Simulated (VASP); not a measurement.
**Sc: single point with PBE**

Sc:

```
Sc
1.0
    -1.88835    1.88835    1.88835
     1.88835   -1.88835    1.88835
     1.88835    1.88835   -1.88835
Sc
1
Direct
  0.00000 0.00000 0.00000
```

This cell differs from its parent crystal: volume scaled by 1.08.

```
Program                : VASP 6.6.1
Task                   : single point
Functional             : PBE
Potentials or basis    : VASP PAW PBE potentials, release 64 (Sc_sv)
Cutoff                 : 520 eV
k mesh                 : 14 × 14 × 14
Occupations            : fermi-dirac, width 0.1 eV
Spin                   : no spin polarisation
Dipole correction      : no
Further INCAR settings : ALGO = Normal; EDIFF = 1e-06; NBANDS = 12
```

```yaml
Pressure: -3.5 GPa
```

Levels at points of the mesh, in eV from the Fermi level:
```tsv
k point	band 2	band 3	band 4	band 5	band 6	band 7	band 8	band 9
(0.00, 0.00, 0.00)	-28.25	-28.25	-28.25	-5.04	1.34	1.34	1.34	2.60
(0.50, 0.00, 0.00)	-28.54	-28.35	-28.25	-1.64	0.30	0.31	2.56	2.86
(0.50, 0.50, 0.50)	-28.46	-28.46	-28.46	-1.03	-1.03	3.48	3.48	3.48
```

Run time: 26 s on 1 thread of Intel(R) Xeon(R) Platinum 8259CL CPU @ 2.50GHz (Skylake/Cascade Lake), on a shared host, peak memory 0.15 GiB.
